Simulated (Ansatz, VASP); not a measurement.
One calculation of MgS, two programs

```
Mg S
1.0
     0.00000    2.47157    2.47157
     2.47157    0.00000    2.47157
     2.47157    2.47157    0.00000
Mg S
1 1
Direct
  0.00000 0.00000 0.00000
  0.50000 0.50000 0.50000
```

Change from the starting cell: strain -0.050 along x and y, -0.050 along z, atoms carried along.

Alike in both runs: task single point; functional LDA; k mesh 8 × 8 × 8; occupations gaussian, width 0.05 eV; no spin polarisation.

|  | VASP | Ansatz |
| --- | --- | --- |
| version | VASP 6.6.1 | Ansatz 0.2.0 |
| potentials or method | VASP PAW LDA potentials, release 64 (Mg, S), cutoff 520 eV | scalar-relativistic, plane waves, PAW |
| valence electrons in the cell | 8 | 16 |

```tsv
	VASP	Ansatz	Ansatz less VASP
gap on the k mesh at the Fermi level (eV)	2.87	2.86	-0.009
least direct gap on the mesh (eV)	4.83	4.81	-0.019
pressure (GPa)	10.9	11.6	+0.62
```

LDA's correlation is that of Perdew and Zunger in VASP and of Perdew and Wang (1992) in Ansatz. VASP's potentials hold 8 valence electrons a cell and Ansatz's 16, so a difference there can come from the potentials and not from the codes.
